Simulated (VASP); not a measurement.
The system is AsSe2.

```
CELL_PARAMETERS angstrom
1.93302 1.11603 5.83823
-1.93302 1.11603 5.83823
0.00000 -2.23206 5.83823
ATOMIC_POSITIONS crystal
As 0.00000 0.00000 0.00000
Se 0.75000 0.75000 0.75000
Se 0.25000 0.25000 0.25000
```

| Item | Value |
| --- | --- |
| Program | VASP 6.6.1 |
| Task | relaxation of cell and atoms |
| Functional | PBE |
| Potentials or basis | VASP PAW PBE potentials, release 64 (As, Se) |
| Cutoff | 600 eV |
| k mesh | 6 × 6 × 6 |
| Occupations | gaussian, width 0.1 eV |
| Spin | no spin polarisation |

At the start: pressure -1.6 GPa; volume 25.19 Å³/atom.

Q: Where does the relaxation end?

A: Over 10 steps the energy falls by 65.3 meV/atom and the volume is 24.46 Å³/atom (-2.9 %); space group R-3m (No. 166, to 0.05 Å).

The path:
```tsv
step	energy change (eV)	largest force (eV/Å)	pressure (GPa)	volume (Å³)
1	0.0000	0.5243	-1.63	75.57
2	-0.1362	0.2848	-0.43	72.74
3	-0.1777	0.1010	0.69	70.71
4	-0.1801	0.0317	1.15	69.97
5	-0.1802	0.0427	1.08	70.09
6	-0.1830	0.2493	-0.65	71.77
7	-0.1850	0.1374	0.02	71.10
8	-0.1870	0.1227	0.01	71.33
9	-0.1919	0.0772	0.02	72.02
10	-0.1958	0.0143	0.16	73.39
```

Final structure:
```xyz
3
Lattice="1.8222 1.0521 6.3806 -1.8222 1.0521 6.3806 0.0000 -2.1041 6.3806" Properties=species:S:1:pos:R:3 pbc="T T T"
As    0.0000    0.0000    0.0000
Se    0.0000    0.0000   14.3431
Se    0.0000    0.0000    4.7986
```
